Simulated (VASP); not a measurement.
Wanted: the native input for a VASP 6.6.1 run.

```yaml
Task: single point
Functional: LDA
Potentials_or_basis: VASP PAW LDA potentials, release 64 (Si, O)
Cutoff: 520 eV
k_mesh: 6 × 4 × 4
Occupations: gaussian, width 0.02 eV
Spin: no spin polarisation
Dipole_correction: no
Further_INCAR_settings: LREAL = Auto; ALGO = Normal; EDIFF = 1e-06; NBANDS = 82
```

The structure of SiO2 lies in POSCAR:

```
SiO2
1.0
    4.9878588572      0.0000000000      0.0000000000
    0.0000000000      8.8134384343      0.0000000000
    0.0000000000      0.0000000000      8.6453295463
Si O
8 16
Direct
    0.9455442893      0.1731126183      0.1819568645
    0.0544557107      0.8268873817      0.1819568645
    0.4455442893      0.3268873817      0.3180431355
    0.9455442893      0.1731126183      0.8180431355
    0.0544557107      0.8268873817      0.8180431355
    0.4455442893      0.3268873817      0.6819568645
    0.5544557107      0.6731126183      0.3180431355
    0.5544557107      0.6731126183      0.6819568645
    0.0021077321      0.8058766265      0.0000000000
    0.5000000000      0.5000000000      0.2689535248
    0.5021077321      0.6941233735      0.5000000000
    0.9978922679      0.1941233735      0.0000000000
    0.1402637298      0.2840132251      0.7223633659
    0.8597362702      0.7159867749      0.7223633659
    0.0000000000      0.0000000000      0.7689535248
    0.6402637298      0.2159867749      0.2223633659
    0.3597362702      0.7840132251      0.2223633659
    0.5000000000      0.5000000000      0.7310464752
    0.3597362702      0.7840132251      0.7776366341
    0.1402637298      0.2840132251      0.2776366341
    0.6402637298      0.2159867749      0.7776366341
    0.4978922679      0.3058766265      0.5000000000
    0.0000000000      0.0000000000      0.2310464752
    0.8597362702      0.7159867749      0.2776366341
```

These files were run (other wordings do the same):

INCAR

```
  PREC = Accurate
  ENCUT = 520
  EDIFF = 1E-6
  ISMEAR = 0
  SIGMA = 0.02
  LREAL = Auto
  LASPH = True
  NELM = 80
  ALGO = Normal
  ISIF = 2
  LWAVE = False
  LCHARG = False
  NBANDS = 82
```

KPOINTS

```
Automatic mesh
0
Gamma
  6 4 4
```

Potentials or basis: VASP PAW LDA potentials, release 64 (Si, O).

Launch:

```console
$ cat potpaw_LDA.64/Si/POTCAR potpaw_LDA.64/O/POTCAR > POTCAR
$ mpirun -np 1 vasp_std > vasp.out
```

Results of the run:

- Pressure: 0.1 GPa
- Largest force: 0.023 eV/Å
- Band gap on the k mesh: 5.51 eV (least direct gap 5.54 eV)

Wall time 34 min on 1 thread of Oxide Virtual Turin-like Processor, with other jobs on the host, peak memory 0.73 GiB.
